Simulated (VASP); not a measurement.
# RbTi6 (Pm-3m) in VASP: a series of runs, part 2 of 2

VASP 6.6.1. The steps go on from the part before.

## Step 4: Relaxation of cell and atoms, PBE

INCAR reads:

```
  PREC = Accurate
  ENCUT = 500
  EDIFF = 1E-7
  ISMEAR = 0
  SIGMA = 0.1
  LREAL = False
  LASPH = True
  NELM = 120
  ALGO = Normal
  ISIF = 3
  LWAVE = False
  LCHARG = False
  GGA = PE
  IBRION = 2
  NSW = 90
  EDIFFG = -0.04
  GGA_COMPAT = False
  NELMIN = 4
```

KPOINTS reads:

```
Automatic mesh
0
Gamma
  4 4 4
```

POSCAR reads:

```
RbTi6
1.0
    5.0014804800      0.0000000000      0.0000000000
    0.0000000000      5.0014804800      0.0000000000
    0.0000000000      0.0000000000      5.0014804800
Rb Ti
1 6
Direct
    0.0000000000      0.0000000000      0.0000000000
    0.5000000000      0.5000000000      0.2070000000
    0.5000000000      0.5000000000      0.7930000000
    0.2070000000      0.5000000000      0.5000000000
    0.7930000000      0.5000000000      0.5000000000
    0.5000000000      0.2070000000      0.5000000000
    0.5000000000      0.7930000000      0.5000000000
```

Potentials or basis: VASP PAW PBE potentials, release 64 (Rb_sv, Ti_sv).

On the command line:

```bash
$ cat potpaw_PBE.64/Rb_sv/POTCAR potpaw_PBE.64/Ti_sv/POTCAR > POTCAR
$ mpirun -np 1 vasp_std > vasp.out
```

OUTCAR:

```text
PREC = Accurate
   ENCUT = 500
   EDIFF = 1E-7
   ISMEAR = 0
   LREAL = False
   LASPH = True
   NELM = 120
   ISIF = 3
   GGA = PE
   IBRION = 2
   NSW = 90
   EDIFFG = -0.04
   NELMIN = 4

 ion  position               nearest neighbor table
   1  0.000  0.000  0.000-   2 3.69   3 3.69   4 3.69   5 3.69   6 3.69   7 3.69   4 3.69   5 3.69
                             6 3.69   7 3.69   2 3.69   3 3.69   4 3.69   5 3.69   4 3.69   5 3.69
   2  0.500  0.500  0.207-   3 2.07   4 2.07   5 2.07   6 2.07   7 2.07   1 3.69   1 3.69   1 3.69
                             1 3.69
   3  0.500  0.500  0.793-   2 2.07   4 2.07   5 2.07   6 2.07   7 2.07   1 3.69   1 3.69   1 3.69
                             1 3.69
   4  0.207  0.500  0.500-   5 2.07   3 2.07   2 2.07   6 2.07   7 2.07   1 3.69   1 3.69   1 3.69
                             1 3.69
   5  0.793  0.500  0.500-   4 2.07   3 2.07   2 2.07   6 2.07   7 2.07   1 3.69   1 3.69   1 3.69
                             1 3.69
   6  0.500  0.207  0.500-   7 2.07   3 2.07   4 2.07   5 2.07   2 2.07   1 3.69   1 3.69   1 3.69
                             1 3.69
   7  0.500  0.793  0.500-   6 2.07   3 2.07   4 2.07   5 2.07   2 2.07   1 3.69   1 3.69   1 3.69
                             1 3.69

  LATTYP: Found a simple cubic cell.
 ALAT       =     5.0014804800

  Lattice vectors:

 A1 = (   5.0014804800,   0.0000000000,   0.0000000000)
 A2 = (   0.0000000000,   5.0014804800,   0.0000000000)
 A3 = (   0.0000000000,   0.0000000000,   5.0014804800)

Analysis of symmetry for initial positions (statically):
=====================================================================
 Subroutine PRICEL returns:
 Original cell was already a primitive cell.

 Routine SETGRP: Setting up the symmetry group for a
 simple cubic supercell.

 Subroutine GETGRP returns: Found 48 space group operations
 (whereof 48 operations were pure point group operations)
 out of a pool of 48 trial point group operations.

The static configuration has the point symmetry O_h .

Analysis of symmetry for dynamics (positions and initial velocities):
=====================================================================
 Subroutine PRICEL returns:
[... 111 lines left out ...]
   ISYM   =      2    0-nonsym 1-usesym 2-fastsym
   POTIM  = 0.5000    time-step for ionic-motion
   TEBEG  =    0.0;   TEEND  =   0.0 temperature during run
   PSTRESS=    0.0 pullay stress
   NELECT =      81.0000    total number of electrons
   NUPDOWN=      -1.0000    fix difference up-down
   EMIN   =  10.00;   EMAX   =-10.00  energy-range for DOS
   EFERMI =   0.00;   METHOD = LEGACY
   ISMEAR =     0;   SIGMA  =   0.10  broadening in eV -4-tet -1-fermi 0-gaus
   EFERMI_NEDOS =   21; number of points for ismear=-14 and -15
   IALGO  =     38    algorithm
   IMIX   =      4    mixing-type and parameters
     AMIX     =   0.40;   BMIX     =  1.00
     AMIX_MAG =   1.60;   BMIX_MAG =  1.00
  volume/ion in A,a.u.               =      17.87       120.61
  Fermi-wavevector in a.u.,A,eV,Ry     =   1.416243  2.676312 27.289826  2.005746
  Thomas-Fermi vector in A             =   2.537598
   LORBIT       =      0    0 simple, 1 ext, 2 COOP (PROOUT), +10 PAW based schemes
   GGA     = PE    functional components
   LHFCALC =     F    Hartree Fock is set to
   AEXX    =    0.0000 exact exchange contribution
   IVDW    =     0    specifies the selected vdW correction
   LEPSILON=     F    determine dielectric tensor
   LRPA    =     F    only Hartree local field effects (RPA)
 conjugate gradient relaxation of ions
 non-spin polarized calculation
 Gauss-broadening in eV      SIGMA  =   0.10
  energy-cutoff  :      500.00
  volume of cell :      125.11
 maximum number of plane-waves:      3196
   NGX = 19   NGY = 19   NGZ = 19

--------------------------------------- Ionic step        1  -------------------------------------------

 number of electron      81.0000005 magnetization

 Free energy of the ion-electron system (eV)
  ---------------------------------------------------
  ext. energy  EPLUGINS =         0.00000000
  ---------------------------------------------------
  free energy    TOTEN  =       -21.71964272 eV

  energy without entropy =      -21.64658032  energy(sigma->0) =      -21.68311152

 E-fermi :   7.2530     XC(G=0): -10.6856

 val. band max:        7.2495815892   @ k =   0.5000   0.2500   0.2500
 cond. band min:       7.2600300811   @ k =   0.5000   0.2500   0.0000
 fundamental gap:      0.0104484919
 Fermi energy:         7.2529607882
[... 1141 lines left out ...]
  FREE ENERGIE OF THE ION-ELECTRON SYSTEM (eV)
  ---------------------------------------------------
  free  energy   TOTEN  =       -33.1168988728 eV

  energy  without entropy=      -33.0402269087  energy(sigma->0) =      -33.07856289

[... ionic steps 4 to 18 ...]

--------------------------------------- Ionic step       19  -------------------------------------------

 number of electron      81.0000032 magnetization

------------------------ aborting loop because EDIFF is reached ----------------------------------------
[... 77 lines left out ...]
--------------------------------------- Ionic step       21  -------------------------------------------

 number of electron      81.0000029 magnetization

 Free energy of the ion-electron system (eV)
  ---------------------------------------------------
  ext. energy  EPLUGINS =         0.00000000
  ---------------------------------------------------
  free energy    TOTEN  =       -36.32946127 eV

  energy without entropy =      -36.25608519  energy(sigma->0) =      -36.29277323

 E-fermi :   1.8269     XC(G=0):  -7.4882

 val. band max:        1.7885981736   @ k =   0.5000   0.5000   0.2500
 cond. band min:       1.8275843375   @ k =   0.0000   0.0000   0.0000
 fundamental gap:      0.0389861639
 Fermi energy:         1.8268932350
[... 542 lines left out ...]
  FREE ENERGIE OF THE ION-ELECTRON SYSTEM (eV)
  ---------------------------------------------------
  free  energy   TOTEN  =       -36.3294612664 eV

  energy  without entropy=      -36.2560851945  energy(sigma->0) =      -36.29277323

 reached required accuracy - stopping structural energy minimisation
```

OSZICAR:

```text
N       E                     dE             d eps       ncg     rms          rms(c)
DAV:   1     0.121384395213E+04    0.12138E+04   -0.41434E+04   960   0.206E+03
DAV:   2     0.131861153340E+03   -0.10820E+04   -0.10562E+04   960   0.636E+02
[... 367 lines left out ...]
DAV:   8    -0.363294316150E+02   -0.10758E-03   -0.99455E-04  1256   0.135E-01    0.749E-02
DAV:   9    -0.363294561588E+02   -0.24544E-04   -0.25682E-04  1192   0.942E-02    0.178E-02
DAV:  10    -0.363294619009E+02   -0.57420E-05   -0.27708E-05  1400   0.216E-02    0.472E-03
DAV:  11    -0.363294610122E+02    0.88866E-06   -0.58667E-06  1384   0.963E-03    0.188E-03
DAV:  12    -0.363294612755E+02   -0.26325E-06   -0.85209E-07  1152   0.459E-03    0.795E-04
DAV:  13    -0.363294612664E+02    0.90640E-08   -0.70972E-08   704   0.160E-03
  21 F= -.36329461E+02 E0= -.36292773E+02  d E =-.528565E+00
```

Run time: 33 min. Hardware: 1 thread of Intel Xeon 8259CL, shared host; peak memory 0.24 GiB.

Results:

* Free energy: -36.3295 eV
* Relaxed volume: 39.38 Å³/atom
* Relaxed cell: a = 6.508 Å, b = 6.508 Å, c = 6.508 Å, α = 90.00°, β = 90.00°, γ = 90.00°
* Space group after relaxing (to 0.1 Å): Pm-3m (No. 221)
* Energy gained by relaxing: 2087.1 meV/atom
* Ionic steps: 21
* Pressure after relaxing: 0.1 GPa
* Largest force after relaxing: 0.026 eV/Å
* Band gap on the k mesh: zero (an odd number of electrons rules out a gap without spin polarisation)

Forces on the atoms (eV/Å):
```
Rb   0.000  0.000  0.000
Ti   0.000  0.000 -0.026
Ti   0.000  0.000  0.026
Ti  -0.026  0.000  0.000
Ti   0.026  0.000  0.000
Ti   0.000 -0.026  0.000
Ti   0.000  0.026  0.000
```

The path:
```tsv
step	energy change (eV)	largest force (eV/Å)	pressure (GPa)	volume (Å³)
1	0.0000	9.0927	60.40	125.11
2	-1.3344	24.5014	17.22	291.08
3	-11.3973	5.3507	11.28	186.30
4	-12.8033	1.5850	-4.06	271.97
5	-13.1774	0.6142	-1.44	225.43
6	-13.1792	0.6100	-1.33	224.48
7	-13.1807	0.6181	-0.98	221.59
8	-13.1810	0.6133	-1.08	222.34
9	-13.2744	0.5780	0.08	214.38
10	-13.2991	0.5219	1.35	207.62
11	-13.4173	0.6687	1.80	208.49
12	-13.8120	0.2361	4.05	211.11
13	-11.7461	5.1751	13.17	216.41
14	-13.8609	0.0196	4.52	211.47
15	-13.9187	0.1067	4.52	213.62
16	-14.0426	0.5468	4.61	220.14
17	-14.0409	1.5892	5.15	233.58
18	-14.0813	1.1030	4.86	227.29
19	-14.2678	0.8713	3.71	235.95
20	-14.5774	0.2616	1.00	263.23
21	-14.6098	0.0265	0.06	275.65
```

Final structure:
```
Rb Ti
1.0
     6.50809    0.00000    0.00000
     0.00000    6.50809    0.00000
     0.00000    0.00000    6.50809
Rb Ti
1 6
Cartesian
  0.0000 0.0000 6.5081
  3.2540 3.2540 1.4253
  3.2540 3.2540 5.0828
  1.4253 3.2540 3.2540
  5.0828 3.2540 3.2540
  3.2540 1.4253 3.2540
  3.2540 5.0828 3.2540
```

Levels at points of the mesh, in eV from the Fermi level:
```csv
k point,band 38,band 39,band 40,band 41,band 42,band 43
"(0.00, 0.00, 0.00)",-0.55,-0.55,0.00,0.00,0.00,0.28
"(0.50, 0.00, 0.00)",-0.61,-0.45,-0.34,0.23,0.23,0.34
"(0.50, 0.50, 0.00)",-0.45,-0.33,-0.33,-0.13,-0.08,0.47
"(0.50, 0.50, 0.50)",0.03,0.03,0.03,0.09,0.09,0.35
```

Caveat: the volume moved by over 15 % at a fixed basis, so the end points are rough.

## Step 5: Summary

```csv
task,cell,gap on the mesh (eV),pressure (GPa),largest force (eV/Å)
single point,"a = 5.001 Å, 7 atoms, atomic positions A",none,60.4,9.09
single point,"a = 6.490 Å, 7 atoms, atomic positions B",none,0.3,0.01
relaxation of cell and atoms,"relaxed from a = 5.001 Å, 7 atoms, atomic positions A",none,0.1,0.03
```

Alike in all rows: level PBE; potentials or basis VASP PAW PBE potentials, release 64 (Rb_sv, Ti_sv); no spin polarisation; k mesh 4 × 4 × 4; cutoff (eV) 500; smearing gaussian 0.1 eV.

Caveats: atoms lie so close that the PAW spheres overlap strongly, which falsifies energies and pressures (at least some runs); the cell stands under pressure (at least some runs); forces of over 1 eV/Å act on the atoms, so gaps and moduli don't describe the material at rest (at least some runs); the volume moved by over 15 % at a fixed basis, so the end points are rough (at least some runs).

Absolute energies hang on the potentials; compare differences alone.
